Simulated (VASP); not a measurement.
# In2O3 in VASP: single point with PBE

Aim: the single point of In2O3 with PBE.

Program: VASP 6.6.1. These are calculated values, not measurements. Logs are shortened: lines on timing, memory, paths and dates and some standing lists are left out, and cuts for length are marked.

## 1. The cell of the first run

The cell holds a disordered packing, 20 atoms: a = 6.594 Å, b = 6.594 Å, c = 6.376 Å, α = 86.85°, β = 86.86°, γ = 91.47°.

## 2. Single point, PBE

INCAR

```
SYSTEM = In2O3
PREC = Accurate ; ENCUT = 520
EDIFF = 1E-6 ; ISMEAR = 0
SIGMA = 0.1 ; LREAL = Auto
LASPH = .True. ; NELM = 120
ALGO = Normal ; ISIF = 2
LWAVE = .False. ; LCHARG = .False.
GGA = PE ; NBANDS = 104
ISYM = -1 ; GGA_COMPAT = .False.
```

KPOINTS

```
explicit points
1
Reciprocal
  0.25000000   0.25000000   0.25000000 1
```

POSCAR

```
In2O3
1.0
    6.5906602421     -0.0869707458      0.1824237979
   -0.0872491509      6.5910351130      0.1829153579
    0.1754441013      0.1755624042      6.3708874902
In O
8 12
Direct
    0.1296023286      0.5897500604      0.1030266194
    0.6871535028      0.8401050587      0.1600719086
    0.4374261574      0.8977642024      0.7171360726
    0.1870874958      0.3402044780      0.6600568193
    0.2447093017      0.0904626958      0.2171380421
    0.6234428996      0.4037671966      0.4100713322
    0.9366783922      0.7826256572      0.6030584198
    0.7508313187      0.2764182813      0.9100865168
    0.2900533155      0.4135412168      0.3324204295
    0.3766760019      0.8355895860      1.0578141110
    0.5939852207      0.1506686290      0.2053768607
    0.7605210145      0.9430494423      0.8324440131
    0.4976607050      0.2469603533      0.7054310638
    0.1825549332      0.0297545725      0.5578166383
    0.7801769537      0.5295114960      0.1147933962
    0.6137207354      0.7373658284      0.4877449466
    0.8764798081      0.4332686157      0.6148388081
   -0.0023637610     -0.1554450585      0.2623107532
    0.0843116622      0.2667848203      0.9877306050
    0.1915726142      0.6506661260      0.7623006580
```

Potentials or basis: VASP PAW PBE potentials, release 64 (In_d, O).

Run with:

```bash
$ cat potpaw_PBE.64/In_d/POTCAR potpaw_PBE.64/O/POTCAR > POTCAR
$ mpirun -np 1 vasp_std > vasp.out
```

OUTCAR:

```text
SYSTEM = In2O3
   PREC = Accurate
   ENCUT = 520
   EDIFF = 1E-6
   ISMEAR = 0
   LREAL = Auto
   LASPH = .True.
   NELM = 120
   ISIF = 2
   GGA = PE
   ISYM = -1

 ion  position               nearest neighbor table
   1  0.130  0.590  0.103-   9 2.16  18 2.19  20 2.20  10 2.26  19 2.31  15 2.32   4 3.35   2 3.40
                             5 3.45   5 3.49   8 3.52   3 3.60   7 3.67   7 3.67   4 3.87   6 3.91
   2  0.687  0.840  0.160-  18 2.18  10 2.18  15 2.18  11 2.18  16 2.19  12 2.19   8 3.22   6 3.22
                             7 3.35   3 3.35   5 3.40   1 3.40   7 3.87   3 3.87
   3  0.437  0.898  0.717-  16 2.16  14 2.19  10 2.20  20 2.26  12 2.31  13 2.32   2 3.35   4 3.40
                             7 3.45   7 3.49   8 3.52   1 3.60   5 3.67   5 3.67   2 3.87   6 3.91
   4  0.187  0.340  0.660-  14 2.18  20 2.18  17 2.18  13 2.18  19 2.19   9 2.19   8 3.22   6 3.22
                             1 3.35   5 3.35   3 3.40   7 3.40   1 3.87   5 3.87
   5  0.245  0.090  0.217-  19 2.16  10 2.19  14 2.20  18 2.26   9 2.31  11 2.32   4 3.35   2 3.40
                             1 3.45   1 3.49   6 3.52   7 3.60   3 3.67   3 3.67   4 3.87   8 3.91
   6  0.623  0.404  0.410-  17 2.19  11 2.19  15 2.21  13 2.21   9 2.28  16 2.28   4 3.22   2 3.22
                             8 3.41   8 3.41   5 3.52   7 3.52   3 3.91   1 3.91
   7  0.937  0.783  0.603-  12 2.16  20 2.19  18 2.20  14 2.26  16 2.31  17 2.32   2 3.35   4 3.40
                             3 3.45   3 3.49   6 3.52   5 3.60   1 3.67   1 3.67   2 3.87   8 3.91
   8  0.751  0.276  0.910-  15 2.19  13 2.19  17 2.21  11 2.21  12 2.28  19 2.28   4 3.22   2 3.22
                             6 3.41   6 3.41   3 3.52   1 3.52   5 3.91   7 3.91
   9  0.290  0.414  0.332-   1 2.16   4 2.19   6 2.28   5 2.31
  10  0.377  0.836  0.058-   2 2.18   5 2.19   3 2.20   1 2.26
  11  0.594  0.151  0.205-   2 2.18   6 2.19   8 2.21   5 2.32
  12  0.761  0.943  0.832-   7 2.16   2 2.19   8 2.28   3 2.31
  13  0.498  0.247  0.705-   4 2.18   8 2.19   6 2.21   3 2.32
  14  0.183  0.030  0.558-   4 2.18   3 2.19   5 2.20   7 2.26
  15  0.780  0.530  0.115-   2 2.18   8 2.19   6 2.21   1 2.32
  16  0.614  0.737  0.488-   3 2.16   2 2.19   6 2.28   7 2.31
  17  0.876  0.433  0.615-   4 2.18   6 2.19   8 2.21   7 2.32
  18  0.998  0.845  0.262-   2 2.18   1 2.19   7 2.20   5 2.26
  19  0.084  0.267  0.988-   5 2.16   4 2.19   8 2.28   1 2.31
  20  0.192  0.651  0.762-   4 2.18   7 2.19   1 2.20   3 2.26

IMPORTANT INFORMATION: All symmetrisations will be switched off!
NOSYMM: (Re-)initialisation of all symmetry stuff for point group C_1.

----------------------------------------------------------------------------------------

                                     Primitive cell

  volume of cell :     276.2702

  direct lattice vectors                    reciprocal lattice vectors
     6.590660242 -0.086970746  0.182423798     0.151875339  0.002128156 -0.004241051
    -0.087249151  6.591035113  0.182915358     0.002121501  0.151867084 -0.004243421
     0.175444101  0.175562404  6.370887490    -0.004409705 -0.004421213  0.157207274

  length of vectors
     6.593758016  6.594150006  6.375720367     0.151949446  0.151941169  0.157331242

  position of ions in fractional coordinates (direct lattice)
     0.129602329  0.589750060  0.103026619
     0.687153503  0.840105059  0.160071909
     0.437426157  0.897764202  0.717136073
     0.187087496  0.340204478  0.660056819
     0.244709302  0.090462696  0.217138042
     0.623442900  0.403767197  0.410071332
[... 12 lines left out ...]
     0.084311662  0.266784820  0.987730605
     0.191572614  0.650666126  0.762300658

  ion indices of the primitive-cell ions
   primitive index   ion index
                 1           1
                 2           2
                 3           3
                 4           4
                 5           5
                 6           6
[... 12 lines left out ...]
                19          19
                20          20

----------------------------------------------------------------------------------------

 KPOINTS: explicit points

Read explicit list of k-points.

 Found      1 k-points:

 Following reciprocal coordinates:
            Coordinates               Weight
  0.250000  0.250000  0.250000      1.000000
   k-points           NKPTS =      1   k-points in BZ     NKDIM =      1   number of bands    NBANDS=    104
   number of dos      NEDOS =    301   number of ions     NIONS =     20
   total plane-waves  NPLWV = 120000
   dimension x,y,z NGX =    50 NGY =   50 NGZ =   48
   dimension x,y,z NGXF=   100 NGYF=  100 NGZF=   96
   ions per type =               8  12
   NGX,Y,Z   is equivalent  to a cutoff of  12.61, 12.61, 12.52 a.u.
   NGXF,Y,Z  is equivalent  to a cutoff of  25.21, 25.21, 25.03 a.u.
 SYSTEM =  In2O3
   PREC   = accura    normal or accurate (medium, high low for compatibility)
   ISTART =      0    job   : 0-new  1-cont  2-samecut
   ICHARG =      2    charge: 1-file 2-atom 10-const
   ISPIN  =      1    spin polarized calculation?
   LNONCOLLINEAR =      F non collinear calculations
   LSORBIT =      F    spin-orbit coupling
   LASPH  =      T    aspherical Exc in radial PAW
   ENCUT  =  520.0 eV  38.22 Ry    6.18 a.u.  12.26 12.26 11.85*2*pi/ulx,y,z
   NELM   =    120;   NELMIN=  2; NELMDL= -5     # of ELM steps
   EDIFF  = 0.1E-05   stopping-criterion for ELM
   LREAL  =      T    real-space projection
   EDIFFG = 0.1E-04   stopping-criterion for IOM
   NSW    =      0    number of steps for IOM
   IBRION =     -1    ionic relax: 0-MD 1-quasi-New 2-CG
   NFREE  =      0    steps in history (QN), initial steepest desc. (CG)
   ISIF   =      2    stress and relaxation
   ISYM   =     -1    0-nonsym 1-usesym 2-fastsym
   POTIM  = 0.5000    time-step for ionic-motion
   TEBEG  =    0.0;   TEEND  =   0.0 temperature during run
   PSTRESS=    0.0 pullay stress
   NELECT =     176.0000    total number of electrons
   NUPDOWN=      -1.0000    fix difference up-down
   EMIN   =  10.00;   EMAX   =-10.00  energy-range for DOS
   EFERMI =   0.00;   METHOD = LEGACY
   ISMEAR =     0;   SIGMA  =   0.10  broadening in eV -4-tet -1-fermi 0-gaus
   EFERMI_NEDOS =   21; number of points for ismear=-14 and -15
   IALGO  =     38    algorithm
   IMIX   =      4    mixing-type and parameters
     AMIX     =   0.40;   BMIX     =  1.00
     AMIX_MAG =   1.60;   BMIX_MAG =  1.00
  volume/ion in A,a.u.               =      13.81        93.22
  Fermi-wavevector in a.u.,A,eV,Ry     =   1.408643  2.661950 26.997714  1.984276
  Thomas-Fermi vector in A             =   2.530780
   LORBIT       =      0    0 simple, 1 ext, 2 COOP (PROOUT), +10 PAW based schemes
   GGA     = PE    functional components
   LHFCALC =     F    Hartree Fock is set to
   AEXX    =    0.0000 exact exchange contribution
   IVDW    =     0    specifies the selected vdW correction
   LEPSILON=     F    determine dielectric tensor
   LRPA    =     F    only Hartree local field effects (RPA)
 non-spin polarized calculation
 Gauss-broadening in eV      SIGMA  =   0.10
  energy-cutoff  :      520.00
  volume of cell :      276.27
 maximum number of plane-waves:      7431
 NGX is ok and might be reduce to    48
   NGX = 25   NGY = 25   NGZ = 23

 number of electron     176.0000004 magnetization

 Free energy of the ion-electron system (eV)
  ---------------------------------------------------
  ext. energy  EPLUGINS =         0.00000000
  ---------------------------------------------------
  free energy    TOTEN  =      -110.34290315 eV

  energy without entropy =     -110.34290315  energy(sigma->0) =     -110.34290315

 E-fermi :   5.3170     XC(G=0): -10.6549

 val. band max:        4.8572839231   @ k =   0.2500   0.2500   0.2500
 cond. band min:       7.4924785494   @ k =   0.2500   0.2500   0.2500
 fundamental gap:      2.6351946263
 Fermi energy:         5.3170432724

 k-point     1 :       0.2500    0.2500    0.2500
  band No.  band energies     occupation
      1     -12.4427      2.00000
      2     -12.2068      2.00000
      3     -12.1966      2.00000
      4     -12.0111      2.00000
      5     -11.8795      2.00000
      6     -11.8398      2.00000
[... 92 lines left out ...]
     99      12.0464      0.00000
    100      12.5221      0.00000
 [bands above 100 left out]

------------------------ aborting loop because EDIFF is reached ----------------------------------------

  FORCE on cell =-STRESS in cart. coord.  units (eV):
  Direction    XX          YY          ZZ          XY          YZ          ZX
  --------------------------------------------------------------------------------------
  -------------------------------------------------------------------------------------
  Total        0.5175647      0.5263271      0.6621587     -0.0330673     -0.0810736     -0.0383031
  in kB        3.0015198      3.0523355      3.8400652     -0.1917675     -0.4701714     -0.2221319
  external PRESSURE =       3.2979735 kB  Pullay stress =       0.0000000 kB

 VOLUME and BASIS-vectors are now :
 -----------------------------------------------------------------------------
  energy-cutoff  :      520.00
  volume of cell :      276.27
      direct lattice vectors                 reciprocal lattice vectors
     6.590660242 -0.086970746  0.182423798     0.151875339  0.002128156 -0.004241051
    -0.087249151  6.591035113  0.182915358     0.002121501  0.151867084 -0.004243421
     0.175444101  0.175562404  6.370887490    -0.004409705 -0.004421213  0.157207274

 POSITION                                       TOTAL-FORCE (eV/Angst)
 -----------------------------------------------------------------------------------
      0.82079      3.89388      0.78789        -0.010773      0.001393     -0.002361
      4.48358      5.50550      1.29882         0.004562     -0.010236     -0.002683
      2.93042      6.00505      4.81281         0.003734     -0.000969     -0.006618
      1.31915      2.34191      4.30151         0.008192     -0.005040      0.000288
      1.64300      0.61308      1.44455         0.002144     -0.000971      0.006174
      4.14562      2.67902      2.80010        -0.017223      0.014365      0.003126
[... 12 lines left out ...]
      0.70568      1.92446      6.35690        -0.017704     -0.000969      0.011143
      1.33956      4.40573      5.01050         0.013507     -0.002003      0.003070
 -----------------------------------------------------------------------------------
    total drift:                               -0.005456     -0.025991     -0.030655

  FREE ENERGIE OF THE ION-ELECTRON SYSTEM (eV)
  ---------------------------------------------------
  free  energy   TOTEN  =      -110.3429031490 eV

  energy  without entropy=     -110.3429031490  energy(sigma->0) =     -110.34290315
```

It took 2.4 min on 1 thread of Intel Xeon 8259CL, shared host; peak memory 0.33 GiB.

Results:

```
Free energy   : -110.3429 eV
Pressure      : 0.3 GPa
Largest force : 0.023 eV/Å
```

Forces on the atoms (eV/Å):
```
In  -0.011  0.001 -0.002
In   0.005 -0.010 -0.003
In   0.004 -0.001 -0.007
In   0.008 -0.005  0.000
In   0.002 -0.001  0.006
In  -0.017  0.014  0.003
In  -0.012  0.003 -0.006
In   0.002 -0.012 -0.012
O    0.018  0.004 -0.003
O    0.003 -0.009  0.001
O   -0.003  0.003  0.014
O    0.004  0.013 -0.003
O    0.006 -0.001  0.009
O   -0.014 -0.002  0.002
O    0.007 -0.001 -0.008
O    0.002 -0.018  0.006
O    0.002  0.007 -0.014
O    0.000  0.017  0.003
O   -0.018 -0.001  0.011
O    0.014 -0.002  0.003
```

Stress tensor (GPa, compression positive):
```
 0.30 -0.02 -0.02
-0.02  0.31 -0.05
-0.02 -0.05  0.38
```

Levels at points of the mesh, in eV from the Fermi level:
```
           k point  band 84  band 85  band 86  band 87  band 88  band 89  band 90  band 91  band 92  band 93
(0.25, 0.25, 0.25)    -0.85    -0.78    -0.72    -0.62    -0.46     2.18     4.11     4.16     4.61     4.71
```

Caveat: spin-orbit coupling is left out, which moves the levels of the heavy elements.
